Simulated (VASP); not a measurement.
**CsGd2: single point with PBE**

CsGd2:

```
CELL_PARAMETERS angstrom
0.00000 3.81017 3.81017
3.81017 0.00000 3.81017
3.81017 3.81017 0.00000
ATOMIC_POSITIONS crystal
Cs 0.50000 0.50000 0.50000
Gd 0.25000 0.25000 0.25000
Gd 0.75000 0.75000 0.75000
```

The cell was generated, and may not be a known phase.

* Program: VASP 6.6.1
* Task: single point
* Functional: PBE
* Potentials or basis: VASP PAW PBE potentials, release 64 (Cs_sv, Gd)
* Cutoff: 690 eV
* k mesh: 4 × 4 × 4
* Occupations: gaussian, width 0.1 eV
* Spin: collinear spin, ferromagnetic start
* Starting moments: [0.0, 7.0, 7.0] μB

```json
{
  "Pressure": "2.5 GPa",
  "Net moment": "14.54 μB per cell",
  "Site moments": "Cs +0.01; Gd +6.82 μB",
  "Valence electrons inside the program's atomic spheres": "Cs 6.67; Gd 15.24"
}
```

Levels at points of the mesh, in eV from the Fermi level:
Spin up:
| k point | band 27 | band 28 | band 29 | band 30 | band 31 | band 32 | band 33 | band 34 |
| --- | --- | --- | --- | --- | --- | --- | --- | --- |
| (0.00, 0.00, 0.00) | -3.32 | -1.39 | -1.39 | 1.05 | 1.05 | 1.05 | 1.60 | 1.60 |
| (0.50, 0.00, 0.00) | -1.25 | -0.69 | -0.35 | -0.35 | 0.55 | 0.56 | 0.89 | 0.94 |
| (0.50, 0.50, 0.00) | -1.63 | -1.50 | -0.46 | -0.43 | 0.85 | 0.85 | 1.18 | 1.66 |
Spin down:
| k point | band 13 | band 14 | band 15 | band 16 | band 17 | band 18 |
| --- | --- | --- | --- | --- | --- | --- |
| (0.00, 0.00, 0.00) | -2.86 | -0.68 | -0.68 | 0.35 | 0.35 | 0.35 |
| (0.50, 0.00, 0.00) | -0.81 | -0.38 | -0.07 | -0.07 | 0.36 | 0.36 |
| (0.50, 0.50, 0.00) | -1.16 | -0.97 | 0.07 | 0.16 | 0.31 | 0.31 |

It took 6.2 min on 4 MPI ranks on Intel(R) Xeon(R) Platinum 8375C CPU @ 2.90GHz (Ice Lake) (shared host), peak memory 0.51 GiB a rank.

Caveat: spin-orbit coupling is left out, which moves the levels of the heavy elements; semilocal functionals describe open f shells poorly, which spoils levels, moments and volumes. The state reached can hang on the start; a lower one may exist.
